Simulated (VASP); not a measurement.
Here is a VASP 6.6.1 calculation.

The input INCAR:

```
PREC = Accurate
ENCUT = 520
EDIFF = 1E-6
ISMEAR = 0
SIGMA = 0.15
LREAL = F
LASPH = T
NELM = 60
ALGO = Fast
ISIF = 2
LWAVE = F
LCHARG = F
GGA = PE
IVDW = 12
NBANDS = 13
```

File KPOINTS:

```
Automatic mesh
0
Gamma
  24 24 24
```

File POSCAR:

```
Sn
1.0
   -1.7544065426      1.7282944909      2.1674907457
    1.7544065426     -1.7282944909      2.1674907457
    1.7544065426      1.7282944909     -2.1674907457
Sn
1
Direct
    0.0000000000      0.0000000000      0.0000000000
```

Potentials or basis: VASP PAW PBE potentials, release 64 (Sn_d).

Run with:

```console
$ cat potpaw_PBE.64/Sn_d/POTCAR > POTCAR
$ mpirun -np 1 vasp_std > vasp.out
```

**Question.** Predict the pressure.

**Answer.** 0.8 GPa.

**Question.** Estimate the band gap on the k mesh.

**Answer.** Zero (band 7 reaches 16.39 eV, above the bottom of band 8 at 6.24 eV).

Stress tensor (GPa, compression positive):
```
0.73 0.00 0.00
0.00 0.92 0.00
0.00 0.00 0.78
```

Caveat: the cell differs from its parent crystal (strain -0.0150 x Voigt [0, 1, 0, 0, 0, 0]); spin-orbit coupling is left out, which moves the levels of the heavy elements; pairwise dispersion overbinds metals, which lowers pressure and volume.
